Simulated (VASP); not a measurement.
The system is RbTaAs2.

```
CELL_PARAMETERS angstrom
3.33078 0.00000 0.00000
0.00000 3.33078 0.00000
0.00000 0.00000 8.29041
ATOMIC_POSITIONS crystal
Rb 0.00000 0.00000 0.00000
Ta 0.00000 0.00000 0.50000
As 0.50000 0.50000 0.32067
As 0.50000 0.50000 0.67933
```

| Quantity | Value |
| --- | --- |
| Program | VASP 6.6.1 |
| Task | relaxation of cell and atoms |
| Functional | PBE |
| Potentials or basis | VASP PAW PBE potentials, release 64 (Rb_sv, Ta_pv, As) |
| Cutoff | 600 eV |
| k mesh | 6 × 6 × 2 |
| Occupations | gaussian, width 0.1 eV |
| Spin | no spin polarisation |

At the start: pressure 0.3 GPa; volume 22.99 Å³/atom.

**Question.** Where does the relaxation end?

**Answer.** Over 23 steps the energy falls by 8.6 meV/atom and the volume is 22.82 Å³/atom (-0.7 %); space group P4/mmm (No. 123, to 0.05 Å).

Step by step:
| step | energy change (eV) | largest force (eV/Å) | pressure (GPa) | volume (Å³) |
| --- | --- | --- | --- | --- |
| 1 | 0.0000 | 0.0278 | 0.32 | 91.97 |
| 2 | -0.0013 | 0.0160 | -0.16 | 92.59 |
| 3 | -0.0014 | 0.0137 | -0.44 | 92.89 |
| 4 | -0.0020 | 0.0338 | -0.54 | 92.99 |
| 5 | -0.0046 | 0.0911 | -0.78 | 93.26 |
| 6 | -0.0108 | 0.1474 | -1.29 | 93.80 |
| 7 | -0.0095 | 0.0186 | -2.16 | 94.87 |
| 8 | -0.0138 | 0.1191 | -1.64 | 94.20 |
| 9 | -0.0140 | 0.0964 | -1.75 | 94.33 |
| 10 | -0.0145 | 0.0879 | -1.76 | 94.34 |
| 11 | -0.0155 | 0.0580 | -1.78 | 94.37 |
| 12 | -0.0145 | 0.0060 | -1.82 | 94.42 |
| 13 | -0.0156 | 0.0427 | -1.80 | 94.38 |
| 14 | -0.0167 | 0.0493 | -1.72 | 94.28 |
| 15 | -0.0198 | 0.0693 | -1.49 | 93.98 |
| 16 | -0.0247 | 0.1092 | -1.01 | 93.37 |
| 17 | -0.0288 | 0.1931 | -0.02 | 92.16 |
| 18 | -0.0288 | 0.1972 | 0.03 | 92.10 |
| 19 | -0.0294 | 0.1861 | 0.03 | 92.06 |
| 20 | -0.0310 | 0.1535 | 0.02 | 91.93 |
| 21 | -0.0333 | 0.0881 | 0.01 | 91.68 |
| 22 | -0.0344 | 0.0431 | 0.01 | 91.17 |
| 23 | -0.0346 | 0.0098 | 0.00 | 91.30 |

Final structure:
```
Rb Ta As
1.0
     3.27333    0.00000    0.00000
     0.00000    3.27333    0.00000
     0.00000    0.00000    8.52091
Rb Ta As
1 1 2
Direct
  0.00000 0.00000 0.00000
  0.00000 0.00000 0.50000
  0.50000 0.50000 0.31572
  0.50000 0.50000 0.68428
```

Caveat: the k points lie up to 0.37 Å⁻¹ apart in the final cell.
